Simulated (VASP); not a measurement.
# Cu12CO in VASP: single point with PBE+D3(BJ)

Aim: the single point of Cu12CO with PBE+D3(BJ).

Program: VASP 6.6.1. These are calculated values, not measurements. Logs are shortened: lines on timing, memory, paths and dates and some standing lists are left out, and cuts for length are marked.

## 1. The cell of the first run

The cell holds a slab with vacuum, 14 atoms: a = 5.039 Å, b = 5.039 Å, c = 22.872 Å, α = 90.00°, β = 90.00°, γ = 120.00°.

## 2. Single point, PBE+D3(BJ)

INCAR reads:

```
ALGO = Normal
DIPOL = 0.5 0.5 0.300
EDIFF = 1E-6
ENCUT = 520
GGA = PE
IDIPOL = 3
ISIF = 2
ISMEAR = 0
IVDW = 12
LASPH = T
LCHARG = F
LDIPOL = T
LREAL = F
LWAVE = F
NBANDS = 84
NELM = 80
PREC = Accurate
SIGMA = 0.1
```

KPOINTS reads:

```
k-points
0
Gamma
  6 6 1
```

POSCAR reads:

```
Cu12CO
1.0
    5.0393684011      0.0000000000      0.0000000000
   -2.5196842005      4.3642210544      0.0000000000
    0.0000000000      0.0000000000     22.8721943999
Cu O C
12 1 1
Direct
    0.3333333333      0.1666666667      0.1748848375
    0.3333333333      0.6666666667      0.1748848375
    0.8333333333      0.1666666667      0.1748848375
    0.8333333333      0.6666666667      0.1748848375
    0.1666666667      0.3333333333      0.2649977796
    0.1666666667      0.8333333333      0.2649977796
    0.6666666667      0.3333333333      0.2649977796
    0.6666666667      0.8333333333      0.2649977796
    0.0000000000      0.0000000000      0.3551121619
    0.0000000000      0.5000000000      0.3551121619
    0.5000000000      0.0000000000      0.3551121619
    0.5000000000      0.5000000000      0.3551121619
    0.0000000000      0.1666666667      0.4862757900
    0.0000000000      0.1666666667      0.5365551807
```

Potentials or basis: VASP PAW PBE potentials, release 64 (Cu, O, C).

On the command line:

```sh
$ cat potpaw_PBE.64/Cu/POTCAR potpaw_PBE.64/O/POTCAR potpaw_PBE.64/C/POTCAR > POTCAR
$ mpirun -np 1 vasp_std > vasp.out
```

OUTCAR:

```text
EDIFF = 1E-6
   ENCUT = 520
   GGA = PE
   ISIF = 2
   ISMEAR = 0
   IVDW = 12
   LASPH = T
   LREAL = F
   NELM = 80
   PREC = Accurate
 IVDW          = 12

 ion  position               nearest neighbor table
   1  0.333  0.167  0.175-   2 2.52   2 2.52   3 2.52   3 2.52   4 2.52   4 2.52   5 2.52   6 2.52
                             7 2.52
   2  0.333  0.667  0.175-   1 2.52   1 2.52   4 2.52   4 2.52   3 2.52   3 2.52   6 2.52   5 2.52
                             8 2.52
   3  0.833  0.167  0.175-   4 2.52   4 2.52   1 2.52   1 2.52   2 2.52   2 2.52   7 2.52   8 2.52
                             5 2.52
   4  0.833  0.667  0.175-   3 2.52   3 2.52   2 2.52   2 2.52   1 2.52   1 2.52   8 2.52   7 2.52
                             6 2.52
   5  0.167  0.333  0.265-   6 2.52   6 2.52   7 2.52   7 2.52   8 2.52   8 2.52   1 2.52   2 2.52
                             3 2.52   9 2.52  12 2.52  10 2.52
   6  0.167  0.833  0.265-   5 2.52   5 2.52   8 2.52   8 2.52   7 2.52   7 2.52   2 2.52   1 2.52
                             4 2.52  10 2.52  11 2.52   9 2.52
   7  0.667  0.333  0.265-   8 2.52   8 2.52   5 2.52   5 2.52   6 2.52   6 2.52   3 2.52   4 2.52
                             1 2.52  11 2.52  10 2.52  12 2.52
   8  0.667  0.833  0.265-   7 2.52   7 2.52   6 2.52   6 2.52   5 2.52   5 2.52   4 2.52   3 2.52
                             2 2.52  12 2.52   9 2.52  11 2.52
   9  0.000  0.000  0.355-  10 2.52  10 2.52  11 2.52  11 2.52  12 2.52  12 2.52   5 2.52   8 2.52
                             6 2.52
  10  0.000  0.500  0.355-   9 2.52   9 2.52  12 2.52  12 2.52  11 2.52  11 2.52   6 2.52   7 2.52
                             5 2.52
  11  0.500  0.000  0.355-  12 2.52  12 2.52   9 2.52   9 2.52  10 2.52  10 2.52   7 2.52   6 2.52
                             8 2.52
  12  0.500  0.500  0.355-  11 2.52  11 2.52  10 2.52  10 2.52   9 2.52   9 2.52   8 2.52   5 2.52
                             7 2.52
  13  0.000  0.167  0.486-  14 1.15
  14  0.000  0.167  0.537-  13 1.15

  LATTYP: Found a hexagonal cell.
 ALAT       =     5.0393684011
 C/A-ratio  =     4.5387025872

  Lattice vectors:

 A1 = (   5.0393684011,   0.0000000000,   0.0000000000)
 A2 = (  -2.5196842005,   4.3642210544,   0.0000000000)
 A3 = (   0.0000000000,   0.0000000000,  22.8721943999)

Analysis of symmetry for initial positions (statically):
=====================================================================
 Subroutine PRICEL returns:
 Original cell was already a primitive cell.

 Routine SETGRP: Setting up the symmetry group for a
 hexagonal supercell.

 Subroutine GETGRP returns: Found  1 space group operations
 (whereof  1 operations were pure point group operations)
 out of a pool of 24 trial point group operations.

The static configuration has the point symmetry C_1 .

Analysis of symmetry for dynamics (positions and initial velocities):
=====================================================================
 Subroutine PRICEL returns:
[... 158 lines left out ...]
   LRPA    =     F    only Hartree local field effects (RPA)
 non-spin polarized calculation
 Gauss-broadening in eV      SIGMA  =   0.10
  energy-cutoff  :      520.00
  volume of cell :      503.03
 maximum number of plane-waves:     13633
 NGX is ok and might be reduce to    40
   NGX = 19   NGY = 19   NGZ = 85

 number of electron     141.9999973 magnetization

 dipolmoment           0.000000      0.000000     -0.005556 electrons x Angstroem

 Free energy of the ion-electron system (eV)
  ---------------------------------------------------
  ext. energy  EPLUGINS =         0.00000000
  ---------------------------------------------------
  free energy    TOTEN  =       -55.65929462 eV

  energy without entropy =      -55.58395909  energy(sigma->0) =      -55.62162686

 E-fermi :  -0.8594     XC(G=0):  -4.9724

 val. band max:       -0.8786102127   @ k =   0.0000   0.1667   0.0000
 cond. band min:      -0.8476660738   @ k =  -0.1667   0.1667   0.0000
 fundamental gap:      0.0309441389
 Fermi energy:        -0.8593500160

 k-point     1 :       0.0000    0.0000    0.0000
  band No.  band energies     occupation
      1     -25.6612      2.00000
      2     -10.6453      2.00000
      3      -9.7382      2.00000
      4      -8.1676      2.00000
      5      -8.1646      2.00000
      6      -7.6891      2.00000
[... 1709 lines left out ...]
     82       3.4602      0.00000
     83       4.0806      0.00000
 [bands above 83 left out]

------------------------ aborting loop because EDIFF is reached ----------------------------------------

 vacuum level on the upper side and lower side of the slab       (xc-potential included)        -0.122        -0.129

 Edisp (eV)   -4.91849

 E8    (eV) :    -2.1864

  FORCE on cell =-STRESS in cart. coord.  units (eV):
  Direction    XX          YY          ZZ          XY          YZ          ZX
  --------------------------------------------------------------------------------------
  -------------------------------------------------------------------------------------
  Total      -3.11981    -3.12639    -0.02246     0.01389    -0.01476     0.00984
  in kB      -9.93684    -9.95779    -0.07155     0.04425    -0.04700     0.03135
  external pressure =       -6.66 kB  Pullay stress =        0.00 kB

 VOLUME and BASIS-vectors are now :
 -----------------------------------------------------------------------------
  energy-cutoff  :      520.00
  volume of cell :      503.03
      direct lattice vectors                 reciprocal lattice vectors
     5.039368401  0.000000000  0.000000000     0.198437566  0.114567982  0.000000000
    -2.519684200  4.364221054  0.000000000     0.000000000  0.229135964  0.000000000
     0.000000000  0.000000000 22.872194400     0.000000000  0.000000000  0.043721209

 POSITION                                       TOTAL-FORCE (eV/Angst)
 -----------------------------------------------------------------------------------
      1.25984      0.72737      4.00000         0.001380     -0.000112     -0.042829
     -0.00000      2.90948      4.00000        -0.000677      0.001465     -0.037507
      3.77953      0.72737      4.00000        -0.001233      0.000256     -0.050705
      2.51968      2.90948      4.00000        -0.000060     -0.001088     -0.038391
      0.00000      1.45474      6.06108        -0.003549     -0.005826      0.004375
     -1.25984      3.63685      6.06108        -0.003044      0.002626      0.000621
      2.51968      1.45474      6.06108         0.003515     -0.002804      0.003182
      1.25984      3.63685      6.06108         0.002761      0.006517      0.003495
      0.00000      0.00000      8.12219         0.012917     -0.023241      0.003157
     -1.25984      2.18211      8.12219        -0.016455      0.025779      0.014607
      2.51968      0.00000      8.12219        -0.015160     -0.007687      0.023165
      1.25984      2.18211      8.12219         0.016820      0.008981      0.030506
     -0.41995      0.72737     11.12219         0.003297     -0.005892      0.765103
     -0.41995      0.72737     12.27219        -0.000512      0.001025     -0.678777
 -----------------------------------------------------------------------------------
    total drift:                                0.000322     -0.000530     -0.008311

  FREE ENERGIE OF THE ION-ELECTRON SYSTEM (eV)
  ---------------------------------------------------
  free  energy   TOTEN  =       -60.5777893369 eV

  energy  without entropy=      -60.5024538086  energy(sigma->0) =      -60.54012157

 vacuum level on the upper side and lower side of the slab         3.749         3.776
```

It took 45 min on 1 thread of Intel Xeon Platinum 8488C (Sapphire Rapids), shared host; peak memory 0.99 GiB.

Results:

- Free energy: -60.5778 eV
- Largest force: 0.765 eV/Å
- Band gap on the k mesh: zero (bands 71 and 72 overlap by 0.41 eV)
- Dispersion energy per atom: -0.351 eV

Forces on the atoms (eV/Å):
```
Cu   0.001  0.000 -0.043
Cu  -0.001  0.001 -0.038
Cu  -0.001  0.000 -0.051
Cu   0.000 -0.001 -0.038
Cu  -0.004 -0.006  0.004
Cu  -0.003  0.003  0.001
Cu   0.004 -0.003  0.003
Cu   0.003  0.007  0.003
Cu   0.013 -0.023  0.003
Cu  -0.016  0.026  0.015
Cu  -0.015 -0.008  0.023
Cu   0.017  0.009  0.031
O    0.003 -0.006  0.765
C   -0.001  0.001 -0.679
```

With open d or f shells a metallic result of PBE can be an artefact of self-interaction; +U or a hybrid may open a gap.
